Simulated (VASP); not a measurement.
Here is a VASP 6.6.1 calculation.

File POSCAR:

```
Cd16S16O
1.0
    8.3277842500     -0.0000000600      0.0000000000
   -4.1638920700      7.2120727400      0.0000000000
    0.0000000000      0.0000000000     13.5350132800
Cd S O
16 16 1
Direct
    0.3361496500      0.1635609700      0.2631336700
    0.1861822800      0.3798057100      0.0087573900
    0.3221549000      0.1520933800      0.7473272200
    0.1499991500      0.3208916900      0.4980054000
    0.3412421000      0.6690891600      0.2560561500
    0.1621347200      0.8322425000      0.0079437000
    0.3267401300      0.6481914400      0.7478061000
    0.1633695500      0.8224188400      0.5032537100
    0.8354760200      0.1643011000      0.2257737600
    0.6050680100      0.3147998100      0.0031240400
    0.8195267400      0.1180046600      0.7505001200
    0.6689060200      0.3088818300      0.5053900300
    0.8350441600      0.6595778800      0.2563546000
    0.6680303100      0.7854080000      0.0008208700
    0.8275978500      0.6363418200      0.7499820500
    0.6721944900      0.8256393900      0.4940219600
    0.3305738800      0.1594825200      0.4474181600
    0.1832397700      0.3389062800      0.1927750900
    0.2835277300      0.1566508100      0.9311444100
    0.1484589500      0.3153652000      0.6845979500
    0.3325803300      0.6590521000      0.4400658000
    0.1699962700      0.8323777900      0.1916838400
    0.3546226100      0.6956360600      0.9316912800
    0.1606000900      0.8177945600      0.6877983400
    0.8276408000      0.1503862000      0.4180565100
    0.6574296800      0.3321401000      0.1875542300
    0.8391492300      0.2075860900      0.9877672100
    0.6606117300      0.2958416100      0.6927621100
    0.8309185900      0.6441821800      0.4405748100
    0.6695218500      0.8203447600      0.1827733500
    0.8355418000      0.6315627800      0.9348390000
    0.6569788300      0.7931279800      0.6781572900
   -0.1913336400      0.0418231700     -0.0907734200
```

The input INCAR.step1:

```
PREC = Accurate ; ENCUT = 520
EDIFF = 1E-5 ; ISMEAR = -1
SIGMA = 0.01 ; LREAL = Auto
LASPH = T ; NELM = 120
ALGO = Normal ; ISIF = 2
LWAVE = T ; LCHARG = F
NBANDS = 169 ; GGA = PE
GGA_COMPAT = F
```

INCAR.step2

```
PREC = Accurate ; ENCUT = 520
EDIFF = 1E-6 ; ISMEAR = -1
SIGMA = 0.01 ; LREAL = Auto
LASPH = T ; NELM = 120
ALGO = Normal ; ISIF = 2
LWAVE = F ; LCHARG = F
GGA = PE ; LHFCALC = T
AEXX = 0.25 ; PRECFOCK = Fast
NBANDS = 169 ; ISTART = 1
GGA_COMPAT = F
```

The input KPOINTS:

```
Automatic mesh
0
Gamma
  1 1 1
```

Potentials or basis: VASP PAW PBE potentials, release 64 (Cd, S, O).

The run is started by

```console
$ cat potpaw_PBE.64/Cd/POTCAR potpaw_PBE.64/S/POTCAR potpaw_PBE.64/O/POTCAR > POTCAR
$ cp INCAR.step1 INCAR
$ mpirun -np 1 vasp_gam > vasp.out
$ cp INCAR.step2 INCAR
$ mpirun -np 1 vasp_gam > vasp.out
```

What does it give for the largest force?

0.677 eV/Å.

Estimate the band gap on the k mesh.

2.99 eV.

Predict the pressure.

1.9 GPa.

Forces on the atoms (eV/Å):
```
Cd   0.000  0.000 -0.030
Cd  -0.020 -0.054 -0.053
Cd  -0.008 -0.005 -0.044
Cd   0.011  0.004 -0.034
Cd   0.000 -0.004 -0.024
Cd  -0.013 -0.005 -0.067
Cd  -0.003  0.010 -0.050
Cd   0.001  0.001 -0.030
Cd  -0.002  0.001  0.014
Cd   0.018  0.002 -0.046
Cd   0.019 -0.030  0.068
Cd  -0.013  0.003 -0.042
Cd   0.001 -0.004 -0.032
Cd   0.008  0.109 -0.106
Cd   0.003  0.007 -0.034
Cd  -0.002 -0.015 -0.033
S    0.002 -0.015  0.009
S   -0.006  0.021  0.016
S    0.073  0.041  0.091
S    0.009  0.001  0.036
S   -0.008  0.001  0.019
S    0.006 -0.002  0.031
S   -0.024 -0.062  0.067
S    0.001 -0.004  0.034
S    0.001  0.000  0.101
S   -0.016 -0.006  0.028
S    0.228 -0.453 -0.449
S   -0.012  0.006  0.019
S    0.003  0.012  0.023
S    0.003 -0.005  0.040
S   -0.034 -0.004  0.051
S   -0.005  0.006  0.050
O   -0.221  0.446  0.380
```

Caveat: the k points lie up to 0.87 Å⁻¹ apart; the PAW data sets were made with another functional, which shifts forces and pressure a little.
